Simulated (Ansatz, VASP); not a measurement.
One calculation of MgO, two programs

```
CELL_PARAMETERS angstrom
0.00000 2.22409 2.22409
2.22409 0.00000 2.22409
2.22409 2.22409 0.00000
ATOMIC_POSITIONS crystal
Mg 0.00000 0.00000 0.00000
O 0.50000 0.50000 0.50000
```

Change from the starting cell: hydrostatic strain +5.8%.

Alike in both runs: task single point; functional PBE; k mesh 10 × 10 × 10; occupations fermi-dirac, width 0.02 eV; no spin polarisation.

|  | VASP | Ansatz |
| --- | --- | --- |
| version | VASP 6.6.1 | Ansatz 0.2.0 |
| potentials or method | VASP PAW PBE potentials, release 64 (Mg, O) | plane waves, PAW |
| plane-wave cutoff (eV) | 520 | 420 |
| valence electrons in the cell | 8 | 16 |

|  | VASP | Ansatz | Ansatz less VASP |
| --- | --- | --- | --- |
| gap on the k mesh at the Fermi level (eV) | 3.29 | 3.31 | +0.020 |
| pressure (GPa) | -15.9 | -15.2 | +0.71 |

VASP's potentials hold 8 valence electrons a cell and Ansatz's 16, so a difference there can come from the potentials and not from the codes.
